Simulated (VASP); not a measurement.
# AlPt (Pm-3m) in VASP: a series of runs, part 2 of 2

VASP 6.6.1.

## (4) Electric field gradients, LDA

File INCAR:

```
PREC = Accurate
ENCUT = 400
EDIFF = 1E-8
ISMEAR = -1
SIGMA = 0.01
LREAL = F
LASPH = T
NELM = 120
ALGO = Normal
ISIF = 2
LWAVE = F
LCHARG = F
LEFG = T
NBANDS = 14
GGA_COMPAT = F
```

File KPOINTS:

```
Automatic mesh
0
Gamma
  12 12 12
```

File POSCAR:

```
AlPt
1.0
    2.5329693968      0.0000000000      0.0000000000
    0.0000000000      2.5329693968      0.0000000000
    0.0000000000      0.0000000000      2.5329693968
Al Pt
1 1
Direct
    0.0000000000      0.0000000000      0.0000000000
    0.5000000000      0.5000000000      0.5000000000
```

Potentials or basis: VASP PAW LDA potentials, release 64 (Al, Pt).

Run with:

```sh
cat potpaw_LDA.64/Al/POTCAR potpaw_LDA.64/Pt/POTCAR > POTCAR
mpirun -np 1 vasp_std > vasp.out
```

OUTCAR:

```text
PREC = Accurate
   ENCUT = 400
   EDIFF = 1E-8
   ISMEAR = -1
   LREAL = F
   LASPH = T
   NELM = 120
   ISIF = 2

 ion  position               nearest neighbor table
   1  0.000  0.000  0.000-   2 2.19   2 2.19   2 2.19   2 2.19   2 2.19   2 2.19   2 2.19   2 2.19

   2  0.500  0.500  0.500-   1 2.19   1 2.19   1 2.19   1 2.19   1 2.19   1 2.19   1 2.19   1 2.19

  LATTYP: Found a simple cubic cell.
 ALAT       =     2.5329693968

  Lattice vectors:

 A1 = (   2.5329693968,   0.0000000000,   0.0000000000)
 A2 = (   0.0000000000,   2.5329693968,   0.0000000000)
 A3 = (   0.0000000000,   0.0000000000,   2.5329693968)

Analysis of symmetry for initial positions (statically):
=====================================================================
 Subroutine PRICEL returns:
 Original cell was already a primitive cell.

 Routine SETGRP: Setting up the symmetry group for a
 simple cubic supercell.

[... 597 lines left out ...]
      direct lattice vectors                 reciprocal lattice vectors
     2.532969397  0.000000000  0.000000000     0.394793558  0.000000000  0.000000000
     0.000000000  2.532969397  0.000000000     0.000000000  0.394793558  0.000000000
     0.000000000  0.000000000  2.532969397     0.000000000  0.000000000  0.394793558

 POSITION                                       TOTAL-FORCE (eV/Angst)
 -----------------------------------------------------------------------------------
      0.00000      0.00000      0.00000         0.000000      0.000000      0.000000
      1.26648      1.26648      1.26648         0.000000      0.000000      0.000000
 -----------------------------------------------------------------------------------
    total drift:                                0.000000     -0.000000      0.000000

  FREE ENERGIE OF THE ION-ELECTRON SYSTEM (eV)
  ---------------------------------------------------
  free  energy   TOTEN  =        -4.3592081830 eV

  energy  without entropy=       -4.3583006734  energy(sigma->0) =       -4.35875443

 Electric field gradients (V/A^2)
---------------------------------------------------------------------
 ion       V_xx      V_yy      V_zz      V_xy      V_xz      V_yz
---------------------------------------------------------------------
   1      -0.000    -0.000    -0.000     0.000    -0.000     0.000
   2       0.000     0.000    -0.000     0.000     0.000    -0.000
---------------------------------------------------------------------

 Electric field gradients after diagonalization (V/A^2)
 (convention: |V_zz| > |V_xx| > |V_yy|)
----------------------------------------------------------------------
 ion       V_xx      V_yy      V_zz     asymmetry (V_yy - V_xx)/ V_zz
----------------------------------------------------------------------
   1      -0.000    -0.000    -0.000      -0.132
   2       0.000    -0.000     0.000      -0.293
----------------------------------------------------------------------

           NMR quadrupolar parameters

 Cq : quadrupolar parameter    Cq=e*Q*V_zz/h
 eta: asymmetry parameters     (V_yy - V_xx)/ V_zz
 Q  : nuclear electric quadrupole moment in mb (millibarn)
----------------------------------------------------------------------
 ion       Cq(MHz)       eta       Q (mb)
----------------------------------------------------------------------
   1      -0.000      -0.132       1.000
   2       0.000      -0.293       1.000
----------------------------------------------------------------------
```

OSZICAR:

```text
N       E                     dE             d eps       ncg     rms          rms(c)
DAV:   1     0.492001252027E+02    0.49200E+02   -0.52047E+03  2624   0.654E+02
DAV:   2    -0.474474773900E+01   -0.53945E+02   -0.51642E+02  2964   0.177E+02
DAV:   3    -0.553091576608E+01   -0.78617E+00   -0.78551E+00  2922   0.198E+01
DAV:   4    -0.553349573426E+01   -0.25800E-02   -0.25799E-02  3024   0.133E+00
DAV:   5    -0.553350986921E+01   -0.14135E-04   -0.14132E-04  2970   0.917E-02    0.468E+01
DAV:   6    -0.469599874771E+01    0.83751E+00   -0.59169E-01  2856   0.719E+00    0.244E+01
DAV:   7    -0.437657449896E+01    0.31942E+00   -0.11725E-01  2790   0.305E+00    0.422E+00
DAV:   8    -0.435912289736E+01    0.17452E-01   -0.18507E-02  2880   0.120E+00    0.521E-01
DAV:   9    -0.435925373083E+01   -0.13083E-03   -0.51463E-04  2952   0.195E-01    0.332E-01
DAV:  10    -0.435920787269E+01    0.45858E-04   -0.96300E-05  3012   0.773E-02    0.121E-02
DAV:  11    -0.435920821993E+01   -0.34724E-06   -0.17569E-06  3036   0.104E-02    0.103E-02
DAV:  12    -0.435920818863E+01    0.31305E-07   -0.52239E-08  3138   0.205E-03    0.291E-03
DAV:  13    -0.435920818297E+01    0.56525E-08   -0.36615E-09  1938   0.491E-04
   1 F= -.43592082E+01 E0= -.43587544E+01  d E =-.907510E-03
```

stdout:

```text
POSCAR found type information on POSCAR AlPt
 POSCAR found :  2 types and       2 ions
 scaLAPACK will be used
 LDA part: xc-table for (Slater(with rela. corr.)+CA(PZ))
 , standard interpolation
 POSCAR, INCAR and KPOINTS ok, starting setup
 FFT: planning ... GRIDC
 FFT: planning ... GRID_SOFT
 FFT: planning ... GRID
 WAVECAR not read
 entering main loop
ion   1

ion   2
```

It took 7.2 s on 1 thread of Intel Xeon 6975P-C (Granite Rapids), shared host; peak memory 0.12 GiB.

Results:

```
Free energy : -4.3592 eV
Pressure    : 411.9 GPa
```

Levels at points of the mesh, in eV from the Fermi level:
```
           k point  band 4  band 5  band 6  band 7  band 8  band 9  band 10  band 11
(0.00, 0.00, 0.00)   -5.43   -5.43   -5.43    4.26    4.26    4.26    10.15    10.15
(0.50, 0.00, 0.00)   -8.78   -8.78   -4.82   -0.92    2.11    8.72     8.72    12.50
(0.50, 0.50, 0.00)   -8.40   -6.27   -6.27   -2.26    2.70    8.81    10.61    12.56
(0.50, 0.50, 0.50)   -2.01   -2.01    0.51    0.51    0.51    1.79    10.69    10.69
```

Caveat: without QUAD_EFG the Cq values of the log hold for a quadrupole moment of 1 mb, not for the nuclei; spin-orbit coupling is left out, which moves the levels of the heavy elements.

## (5) Summary

```csv
cell,cutoff (eV),smearing,gap on the mesh (eV),pressure (GPa)
"a = 2.533 Å, 2 atoms",520,fermi-dirac 0.05 eV,none,412.0
"a = 3.092 Å, 2 atoms",520,fermi-dirac 0.05 eV,none,-9.3
"a = 2.533 Å, 2 atoms",400,fermi-dirac 0.01 eV,none,411.9
```

Alike in all rows: task electric field gradients; level LDA; potentials or basis VASP PAW LDA potentials, release 64 (Al, Pt); no spin polarisation; k mesh 12 × 12 × 12.

Caveats: spin-orbit coupling is left out, which moves the levels of the heavy elements.

Total energies depend on the potentials used, so only differences within one code and one set of settings carry meaning.
